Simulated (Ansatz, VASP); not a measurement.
# Two plane-wave programs on CaO

```
Ca O
1.0
     0.00000    2.44900    2.44900
     2.44900    0.00000    2.44900
     2.44900    2.44900    0.00000
Ca O
1 1
Cartesian
  0.1250 0.0000 0.0000
  2.4490 2.4490 2.4490
```

Change from the starting cell: all Ca atoms moved +0.125 Å, as atom 1 along Cartesian [1 0 0].

Alike in both runs: task single point; functional PBE; k mesh 8 × 8 × 8; occupations gaussian, width 0.05 eV; no spin polarisation.

|  | VASP | Ansatz |
| --- | --- | --- |
| version | VASP 6.6.1 | Ansatz 0.2.0 |
| potentials or method | VASP PAW PBE potentials, release 64 (Ca_sv, O), cutoff 520 eV | scalar-relativistic, plane waves, PAW |
| valence electrons in the cell | 16 | 16 |

Ansatz gave:

```
gap on the k mesh at the Fermi level (eV)                     : 3.71
least direct gap on the mesh (eV)                             : 4.06
pressure (GPa)                                                : -3.5
traceless stress, the component that is largest in VASP (GPa) : 1.20
rms of the force components (eV/Å)                            : 0.173
```

Q: Estimate VASP's values.

A: gap on the k mesh at the Fermi level (eV): 3.69; least direct gap on the mesh (eV): 4.04; pressure (GPa): -3.0; traceless stress, the component that is largest in VASP (GPa): 1.26; rms of the force components (eV/Å): 0.183.

Atom by atom the forces differ by 0.010 eV/Å (rms over components). The functional is the same, so the differences come from potentials, cutoffs and numerics.
